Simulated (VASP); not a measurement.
Set up this calculation in VASP 6.6.1, as the native input.

* Task: relaxation of cell and atoms
* Functional: LDA
* Potentials or basis: VASP PAW LDA potentials, release 64 (Rb_sv)
* Cutoff: 600 eV
* k mesh: 12 × 12 × 12
* Occupations: fermi-dirac, width 0.08 eV
* Spin: no spin polarisation
* Target pressure: 4.2 GPa
* Dipole correction: no
* Further INCAR settings: ALGO = Normal; EDIFF = 1e-06; IBRION = 2; EDIFFG = -0.005; NSW = 60; ISIF = 3

The structure of Rb lies in POSCAR:

```
Rb
1.0
   -2.2729610359      2.2729610359      2.2729610359
    2.2729610359     -2.2729610359      2.2729610359
    2.2729610359      2.2729610359     -2.2729610359
Rb
1
Direct
    0.0000000000      0.0000000000      0.0000000000
```

One way to write it, as run:

INCAR

```
ALGO = Normal
EDIFF = 1E-6
EDIFFG = -0.005
ENCUT = 600
GGA = CA
IBRION = 2
ISIF = 3
ISMEAR = -1
LASPH = True
LCHARG = False
LREAL = False
LWAVE = False
NELM = 60
NSW = 60
PREC = Accurate
PSTRESS = 42.0
SIGMA = 0.08
```

KPOINTS

```
k-points
0
Gamma
  12 12 12
```

Potentials or basis: VASP PAW LDA potentials, release 64 (Rb_sv).

Command:

```sh
$ cat potpaw_LDA.64/Rb_sv/POTCAR > POTCAR
$ mpirun -np 1 vasp_std > vasp.out
```

Results of the run:

```yaml
Relaxed_volume: 47.26 Å³/atom
Relaxed_cell: a = 3.945 Å, b = 3.945 Å, c = 3.945 Å, α = 109.47°, β = 109.47°, γ = 109.47°
Space_group_after_relaxing_to_0.1_Å: Im-3m (No. 229)
Energy_change_on_relaxing_the_run_minimises_the_enthalpy: -7.6 meV/atom
Ionic_steps: 3
Pressure_after_relaxing: 4.2 GPa
Band_gap_on_the_k_mesh: zero (an odd number of electrons rules out a gap without spin polarisation)
```

Caveat: the cell is relaxed towards a set pressure, so the run minimises the enthalpy, not the energy.

Wall time 44 s on 1 thread of AMD EPYC 7R43 64-Core Processor (Zen 3), with other jobs on the host, peak memory 0.14 GiB.
